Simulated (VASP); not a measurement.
**Y2Si3O: single point with PBE**

Y2Si3O:

```
Y Si O
1.0
     4.11169    0.00000    0.00000
    -2.05584    3.56083    0.00000
     0.00000    0.00000    8.95710
Y Si O
2 3 1
Cartesian
  0.0000 2.3739 2.2543
  0.0000 2.3739 6.7029
  2.0558 1.1869 4.4786
  0.0000 0.0000 0.0000
  0.0000 0.0000 4.4786
  2.0558 1.1869 0.0000
```

```
Program                : VASP 6.6.1
Task                   : single point
Functional             : PBE
Potentials or basis    : VASP PAW PBE potentials, release 64 (Y_sv, Si, O)
Cutoff                 : 520 eV
k mesh                 : 6 × 6 × 2
Occupations            : gaussian, width 0.1 eV
Spin                   : no spin polarisation
Dipole correction      : no
Further INCAR settings : ALGO = Normal; EDIFF = 1e-06; NBANDS = 29
```

| Quantity | Value |
| --- | --- |
| Pressure | -11.8 GPa |
| Largest force | 0.246 eV/Å |
| Band gap on the k mesh | zero (band 20 reaches 5.03 eV, above the bottom of band 21 at 4.74 eV) |

Forces on the atoms (eV/Å):
```
Y    0.000  0.000  0.246
Y    0.000  0.000 -0.246
Si   0.000  0.000  0.000
Si   0.000  0.000  0.000
Si   0.000  0.000  0.000
O    0.000  0.000  0.000
```

Stress tensor (GPa, compression positive):
```
-10.81   0.00   0.00
  0.00 -10.81   0.00
  0.00   0.00 -13.71
```

Levels at points of the mesh, in eV from the Fermi level:
| k point | band 18 | band 19 | band 20 | band 21 | band 22 | band 23 |
| --- | --- | --- | --- | --- | --- | --- |
| (0.00, 0.00, 0.00) | -1.19 | -0.75 | -0.27 | -0.27 | 0.04 | 0.94 |
| (0.50, 0.00, 0.00) | -2.61 | -1.51 | -0.39 | 0.05 | 1.45 | 1.48 |
| (0.00, 0.00, 0.50) | -1.13 | -0.73 | -0.04 | -0.04 | 0.38 | 0.38 |
| (0.50, 0.00, 0.50) | -2.12 | -1.95 | -1.22 | 0.51 | 1.34 | 1.81 |

It took 41 s on 1 thread of AMD EPYC 9R45 96-Core Processor (Zen 5), with other jobs on the host, peak memory 0.24 GiB.
